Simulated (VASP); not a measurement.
# Li: single point with PBEsol+D4

Crystal: Li.

```
CELL_PARAMETERS angstrom
0.00000 2.11014 2.11014
2.11014 0.00000 2.11014
2.11014 2.11014 0.00000
ATOMIC_POSITIONS crystal
Li 0.00000 0.00000 0.00000
```

```json
{"Program": "VASP 6.6.1", "Task": "single point", "Functional": "PBEsol", "Dispersion": "D4", "Potentials or basis": "VASP PAW PBE potentials, release 64 (Li_sv)", "Cutoff": "520 eV", "k mesh": "10 × 10 × 10", "Occupations": "fermi-dirac, width 0.05 eV", "Spin": "no spin polarisation", "Dipole correction": "no", "Further INCAR settings": "ALGO = Normal; EDIFF = 1e-06; NBANDS = 8"}
```

```json
{
  "Dispersion energy per atom": "-0.012 eV"
}
```

Levels at points of the mesh, in eV from the Fermi level:
| k point | band 1 | band 2 | band 3 | band 4 | band 5 |
| --- | --- | --- | --- | --- | --- |
| (0.00, 0.00, 0.00) | -45.73 | -3.59 | 15.21 | 15.21 | 15.21 |
| (0.50, 0.00, 0.00) | -45.70 | 0.00 | 3.25 | 13.38 | 13.38 |
| (0.50, 0.50, 0.00) | -45.70 | 1.64 | 5.05 | 8.93 | 8.93 |

Wall time 5.3 s on 1 thread of AMD EPYC 7R13 Processor (Zen 3) (shared host), peak memory 0.1 GiB.
